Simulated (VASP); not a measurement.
The system is BeTe.

```
Te Be
1.0
     0.00000    2.75141    2.75141
     2.75141    0.00000    2.75141
     2.75141    2.75141    0.00000
Te Be
1 1
Direct
  0.75000 0.75000 0.75000
  0.00000 0.00000 0.00000
```

Program: VASP 6.6.1. Alike in all runs: task single point; potentials or basis VASP PAW PBE potentials, release 64 (Te, Be); no spin polarisation; cell as given; k mesh 8 × 8 × 8; cutoff (eV) 520; smearing fermi-dirac 0.05 eV.

Problem. Order these runs on this cell by their pressure, lowest first.
A. level r2SCAN
B. level PBE exchange alone
C. level PBEsol+D3(BJ)
D. level PBEsol

Solution. C (1.5 GPa), D (4.0 GPa), A (6.0 GPa), B (14.6 GPa).

Caveats: the PAW data sets were made with another functional, which shifts forces and pressure a little (some runs).
